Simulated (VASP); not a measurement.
# TiO2 (P4_2/mnm) in VASP: further runs

TiO2 is run at these levels: PBE; tasks: relaxation of the atoms.

Everything below comes from runs of VASP 6.6.1. Logs are shortened: lines on timing, memory, paths and dates and some standing lists are left out, and cuts for length are marked.

### Step 1. The cell of the first run

Symmetry: P4_2/mnm, No. 136, tetragonal system. The conventional cell has a = 4.592 Å, b = 4.592 Å, c = 2.957 Å, α = 90.00°, β = 90.00°, γ = 90.00°. Within 2.6 Å of Ti (site symmetry mmm) lie 6 O at 1.95 to 1.98 Å. Within 2.6 Å of O (site symmetry m2m) lie 3 Ti at 1.95 to 1.98 Å and 1 O at 2.53 Å.

### Step 2. Relaxation of the atoms, PBE

File INCAR:

```
ALGO = Normal
EDIFF = 1E-6
EDIFFG = -0.02
ENCUT = 520
GGA = PE
IBRION = 2
ISIF = 2
ISMEAR = -1
LASPH = T
LCHARG = F
LREAL = F
LWAVE = F
NELM = 100
NSW = 80
PREC = Accurate
SIGMA = 0.02
```

File KPOINTS:

```
k-points
0
Gamma
  7 7 10
```

File POSCAR:

```
TiO2
1.0
    4.5922000000      0.0000000000      0.0000000000
    0.0000000000      4.5922000000      0.0000000000
    0.0000000000      0.0000000000      2.9574000000
Ti O
2 4
Direct
    0.0000000000      0.0000000000      0.0000000000
    0.5000000000      0.5000000000      0.5000000000
    0.3049600000      0.3049600000      0.0000000000
    0.1950400000      0.8049600000      0.5000000000
    0.6950400000      0.6950400000      0.0000000000
    0.8049600000      0.1950400000      0.5000000000
```

Potentials or basis: VASP PAW PBE potentials, release 64 (Ti_sv, O).

Command:

```bash
cat potpaw_PBE.64/Ti_sv/POTCAR potpaw_PBE.64/O/POTCAR > POTCAR
mpirun -np 1 vasp_std > vasp.out
```

OUTCAR:

```text
EDIFF = 1E-6
   EDIFFG = -0.02
   ENCUT = 520
   GGA = PE
   IBRION = 2
   ISIF = 2
   ISMEAR = -1
   LASPH = T
   LREAL = F
   NELM = 100
   NSW = 80
   PREC = Accurate

 ion  position               nearest neighbor table
   1  0.000  0.000  0.000-   4 1.95   6 1.95   4 1.95   6 1.95   5 1.98   3 1.98
   2  0.500  0.500  0.500-   3 1.95   5 1.95   3 1.95   5 1.95   4 1.98   6 1.98
   3  0.305  0.305  0.000-   2 1.95   2 1.95   1 1.98
   4  0.195  0.805  0.500-   1 1.95   1 1.95   2 1.98
   5  0.695  0.695  0.000-   2 1.95   2 1.95   1 1.98
   6  0.805  0.195  0.500-   1 1.95   1 1.95   2 1.98

  LATTYP: Found a simple tetragonal cell.
 ALAT       =     4.5922000000
 C/A-ratio  =     0.6440050520

  Lattice vectors:

 A1 = (   4.5922000000,   0.0000000000,   0.0000000000)
 A2 = (   0.0000000000,   4.5922000000,   0.0000000000)
 A3 = (   0.0000000000,   0.0000000000,   2.9574000000)

Analysis of symmetry for initial positions (statically):
=====================================================================
 Subroutine PRICEL returns:
 Original cell was already a primitive cell.

 Routine SETGRP: Setting up the symmetry group for a
 simple tetragonal supercell.

 Subroutine GETGRP returns: Found 16 space group operations
 (whereof  8 operations were pure point group operations)
 out of a pool of 16 trial point group operations.

The static configuration has the point symmetry D_2h.
 The point group associated with its full space group is D_4h.

Analysis of symmetry for dynamics (positions and initial velocities):
=====================================================================
 Subroutine PRICEL returns:
 Original cell was already a primitive cell.

 Routine SETGRP: Setting up the symmetry group for a
 simple tetragonal supercell.

 Subroutine GETGRP returns: Found 16 space group operations
 (whereof  8 operations were pure point group operations)
 out of a pool of 16 trial point group operations.

The dynamic configuration has the point symmetry D_2h.
 The point group associated with its full space group is D_4h.

 Subroutine INISYM returns: Found 16 space group operations
 (whereof  8 operations are pure point group operations),
 and found     1 'primitive' translations

----------------------------------------------------------------------------------------

                                     Primitive cell

  volume of cell :      62.3665

  direct lattice vectors                    reciprocal lattice vectors
     4.592200000  0.000000000  0.000000000     0.217760550  0.000000000  0.000000000
     0.000000000  4.592200000  0.000000000     0.000000000  0.217760550  0.000000000
     0.000000000  0.000000000  2.957400000     0.000000000  0.000000000  0.338134848

  length of vectors
     4.592200000  4.592200000  2.957400000     0.217760550  0.217760550  0.338134848

  position of ions in fractional coordinates (direct lattice)
     0.000000000  0.000000000  0.000000000
     0.500000000  0.500000000  0.500000000
     0.304960000  0.304960000  0.000000000
     0.195040000  0.804960000  0.500000000
     0.695040000  0.695040000  0.000000000
     0.804960000  0.195040000  0.500000000

  ion indices of the primitive-cell ions
   primitive index   ion index
                 1           1
                 2           2
                 3           3
                 4           4
                 5           5
                 6           6

----------------------------------------------------------------------------------------

 KPOINTS: k-points
[... 77 lines left out ...]
   TEBEG  =    0.0;   TEEND  =   0.0 temperature during run
   PSTRESS=    0.0 pullay stress
   NELECT =      48.0000    total number of electrons
   NUPDOWN=      -1.0000    fix difference up-down
   EMIN   =  10.00;   EMAX   =-10.00  energy-range for DOS
   EFERMI =   0.00;   METHOD = LEGACY
   ISMEAR =    -1;   SIGMA  =   0.02  broadening in eV -4-tet -1-fermi 0-gaus
   EFERMI_NEDOS =   21; number of points for ismear=-14 and -15
   IALGO  =     38    algorithm
   IMIX   =      4    mixing-type and parameters
     AMIX     =   0.40;   BMIX     =  1.00
     AMIX_MAG =   1.60;   BMIX_MAG =  1.00
  volume/ion in A,a.u.               =      10.39        70.15
  Fermi-wavevector in a.u.,A,eV,Ry     =   1.500277  2.835112 30.624403  2.250830
  Thomas-Fermi vector in A             =   2.611798
   LORBIT       =      0    0 simple, 1 ext, 2 COOP (PROOUT), +10 PAW based schemes
   GGA     = PE    functional components
   LHFCALC =     F    Hartree Fock is set to
   AEXX    =    0.0000 exact exchange contribution
   IVDW    =     0    specifies the selected vdW correction
   LEPSILON=     F    determine dielectric tensor
   LRPA    =     F    only Hartree local field effects (RPA)
 conjugate gradient relaxation of ions
 non-spin polarized calculation
  energy-cutoff  :      520.00
  volume of cell :       62.37
 maximum number of plane-waves:      1696
 NGX is ok and might be reduce to    36
   NGX = 17   NGY = 17   NGZ = 11

--------------------------------------- Ionic step        1  -------------------------------------------

 number of electron      48.0000022 magnetization

 Free energy of the ion-electron system (eV)
  ---------------------------------------------------
  ext. energy  EPLUGINS =         0.00000000
  ---------------------------------------------------
  free energy    TOTEN  =       -53.64217736 eV

  energy without entropy =      -53.64217736  energy(sigma->0) =      -53.64217736

------------------------ aborting loop because EDIFF is reached ----------------------------------------

  FORCE on cell =-STRESS in cart. coord.  units (eV):
  Direction    XX          YY          ZZ          XY          YZ          ZX
  --------------------------------------------------------------------------------------
  -------------------------------------------------------------------------------------
  Total        2.4391445      2.4391445      2.2493828     -0.0000000      0.0000000      0.0000000
  in kB       62.6608746     62.6608746     57.7859539     -0.0000000      0.0000000      0.0000000
  external PRESSURE =      61.0359011 kB  Pullay stress =       0.0000000 kB

 VOLUME and BASIS-vectors are now :
 -----------------------------------------------------------------------------
  energy-cutoff  :      520.00
  volume of cell :       62.37
      direct lattice vectors                 reciprocal lattice vectors
     4.592200000  0.000000000  0.000000000     0.217760550  0.000000000  0.000000000
     0.000000000  4.592200000  0.000000000     0.000000000  0.217760550  0.000000000
     0.000000000  0.000000000  2.957400000     0.000000000  0.000000000  0.338134848

 POSITION                                       TOTAL-FORCE (eV/Angst)
 -----------------------------------------------------------------------------------
      0.00000      0.00000      0.00000        -0.000000      0.000000      0.000000
      2.29610      2.29610      1.47870        -0.000000      0.000000      0.000000
      1.40044      1.40044      0.00000        -0.088944     -0.088944     -0.000000
      0.89566      3.69654      1.47870         0.088944     -0.088944     -0.000000
      3.19176      3.19176      0.00000         0.088944      0.088944      0.000000
      3.69654      0.89566      1.47870        -0.088944      0.088944      0.000000
 -----------------------------------------------------------------------------------
    total drift:                                0.000000      0.000000     -0.000000

  FREE ENERGIE OF THE ION-ELECTRON SYSTEM (eV)
  ---------------------------------------------------
  free  energy   TOTEN  =       -53.6421773643 eV

  energy  without entropy=      -53.6421773643  energy(sigma->0) =      -53.64217736

--------------------------------------- Ionic step        2  -------------------------------------------

 number of electron      48.0000018 magnetization

 Free energy of the ion-electron system (eV)
  ---------------------------------------------------
  ext. energy  EPLUGINS =         0.00000000
  ---------------------------------------------------
  free energy    TOTEN  =       -53.64367886 eV

  energy without entropy =      -53.64367886  energy(sigma->0) =      -53.64367886

 E-fermi :   5.3629     XC(G=0): -11.4197

 val. band max:        4.8787367322   @ k =   0.0000   0.0000   0.0000
 cond. band min:       6.7131774175   @ k =   0.0000   0.0000   0.0000
 fundamental gap:      1.8344406853
 Fermi energy:         5.3629112129

 k-point     1 :       0.0000    0.0000    0.0000
  band No.  band energies     occupation
      1     -52.0615      2.00000
      2     -52.0442      2.00000
      3     -28.3695      2.00000
      4     -28.3695      2.00000
      5     -28.2042      2.00000
      6     -28.2042      2.00000
[... 733 lines left out ...]
     27       7.9110      0.00000
     28       7.9679      0.00000

 [... further k-points ...]

------------------------ aborting loop because EDIFF is reached ----------------------------------------

  FORCE on cell =-STRESS in cart. coord.  units (eV):
  Direction    XX          YY          ZZ          XY          YZ          ZX
  --------------------------------------------------------------------------------------
  -------------------------------------------------------------------------------------
  Total        2.3314251      2.3314251      2.0893775      0.0000000      0.0000000      0.0000000
  in kB       59.8935976     59.8935976     53.6754671      0.0000000      0.0000000      0.0000000
  external PRESSURE =      57.8208875 kB  Pullay stress =       0.0000000 kB

 VOLUME and BASIS-vectors are now :
 -----------------------------------------------------------------------------
  energy-cutoff  :      520.00
  volume of cell :       62.37
      direct lattice vectors                 reciprocal lattice vectors
     4.592200000  0.000000000  0.000000000     0.217760550  0.000000000  0.000000000
     0.000000000  4.592200000  0.000000000     0.000000000  0.217760550  0.000000000
     0.000000000  0.000000000  2.957400000     0.000000000  0.000000000  0.338134848

 POSITION                                       TOTAL-FORCE (eV/Angst)
 -----------------------------------------------------------------------------------
      4.59220      0.00000      0.00000         0.000000      0.000000      0.000000
      2.29610      2.29610      1.47870         0.000000      0.000000      0.000000
      1.39615      1.39615      2.95740         0.000726      0.000726     -0.000000
      0.89995      3.69225      1.47870        -0.000726      0.000726      0.000000
      3.19605      3.19605      0.00000        -0.000726     -0.000726      0.000000
      3.69225      0.89995      1.47870         0.000726     -0.000726      0.000000
 -----------------------------------------------------------------------------------
    total drift:                                0.000000      0.000000      0.000000

  FREE ENERGIE OF THE ION-ELECTRON SYSTEM (eV)
  ---------------------------------------------------
  free  energy   TOTEN  =       -53.6436788647 eV

  energy  without entropy=      -53.6436788647  energy(sigma->0) =      -53.64367886

 reached required accuracy - stopping structural energy minimisation
```

Run time: 2.1 min. Hardware: 1 thread of Intel Xeon Platinum 8259CL at 2.50GHz (Skylake/Cascade Lake), shared host; peak memory 0.23 GiB.

Results:

```yaml
Free_energy: -53.6437 eV
Energy_gained_by_relaxing: 0.3 meV/atom
Ionic_steps: 2
Pressure_after_relaxing: 5.8 GPa
Band_gap_on_the_k_mesh: 1.83 eV
```

Stress tensor (GPa, compression positive):
```
5.99 0.00 0.00
0.00 5.99 0.00
0.00 0.00 5.37
```

The path:
```tsv
step	energy change (eV)	largest force (eV/Å)	pressure (GPa)
1	0.0000	0.1258	6.10
2	-0.0015	0.0010	5.78
```

Final structure:
```yaml
crystal:
  lattice:
    - [4.59220, 0.00000, 0.00000]
    - [0.00000, 4.59220, 0.00000]
    - [0.00000, 0.00000, 2.95740]
  atoms:
    - { symbol: Ti, position: [0.00000, 0.00000, 0.00000] }
    - { symbol: Ti, position: [0.50000, 0.50000, 0.50000] }
    - { symbol: O, position: [0.30403, 0.30403, 0.00000] }
    - { symbol: O, position: [0.19597, 0.80403, 0.50000] }
    - { symbol: O, position: [0.69597, 0.69597, 0.00000] }
    - { symbol: O, position: [0.80403, 0.19597, 0.50000] }
```

Levels at points of the mesh, in eV from the valence-band top:
```tsv
k point	band 22	band 23	band 24	band 25	band 26	band 27
(0.00, 0.00, 0.00)	-0.46	-0.46	0.00	1.83	2.12	2.37
(0.00, 0.00, 0.50)	-2.39	-1.43	-1.43	2.96	2.96	3.15
```

### Step 3. Relaxation of the atoms, PBE

File INCAR:

```
SYSTEM = TiO2
  PREC = Accurate
  ENCUT = 520
  EDIFF = 1E-6
  ISMEAR = -1
  SIGMA = 0.02
  LREAL = .False.
  LASPH = .True.
  NELM = 60
  ALGO = Normal
  ISIF = 2
  LWAVE = .False.
  LCHARG = .False.
  GGA = PE
  IBRION = 2
  NSW = 80
  EDIFFG = -0.02
```

File KPOINTS:

```
regular mesh
0
Gamma
  7 7 10
  0 0 0
```

POSCAR is that of step 2.

Potentials or basis: VASP PAW PBE potentials, release 64 (Ti_sv, O).

Command:

```bash
cat potpaw_PBE.64/Ti_sv/POTCAR potpaw_PBE.64/O/POTCAR > POTCAR
mpirun -np 1 vasp_std > vasp.out
```

Wall time 2.7 min (1 thread of Intel Xeon Platinum 8259CL at 2.50GHz (Skylake/Cascade Lake), shared host); peak memory 0.23 GiB.

It converged, with:

* Free energy: -53.6437 eV
* Energy gained by relaxing: 0.3 meV/atom
* Ionic steps: 2
* Pressure after relaxing: 5.8 GPa
* Band gap on the k mesh: 1.83 eV

Stress tensor (GPa, compression positive):
```
5.99 0.00 0.00
0.00 5.99 0.00
0.00 0.00 5.37
```

Step by step:
```tsv
step	energy change (eV)	largest force (eV/Å)	pressure (GPa)
1	0.0000	0.1258	6.10
2	-0.0015	0.0010	5.78
```

Final structure:
```yaml
crystal:
  lattice:
    - [4.59220, 0.00000, 0.00000]
    - [0.00000, 4.59220, 0.00000]
    - [0.00000, 0.00000, 2.95740]
  atoms:
    - { symbol: Ti, position: [0.00000, 0.00000, 0.00000] }
    - { symbol: Ti, position: [0.50000, 0.50000, 0.50000] }
    - { symbol: O, position: [0.30403, 0.30403, 0.00000] }
    - { symbol: O, position: [0.19597, 0.80403, 0.50000] }
    - { symbol: O, position: [0.69597, 0.69597, 0.00000] }
    - { symbol: O, position: [0.80403, 0.19597, 0.50000] }
```

Levels at points of the mesh, in eV from the valence-band top:
| k point | band 21 | band 22 | band 23 | band 24 | band 25 | band 26 | band 27 | band 28 |
| --- | --- | --- | --- | --- | --- | --- | --- | --- |
| (0.00, 0.00, 0.00) | -0.72 | -0.46 | -0.46 | 0.00 | 1.83 | 2.12 | 2.37 | 2.47 |
| (0.00, 0.00, 0.50) | -2.39 | -2.39 | -1.43 | -1.43 | 2.96 | 2.96 | 3.15 | 3.15 |

A k mesh can miss the band edges.
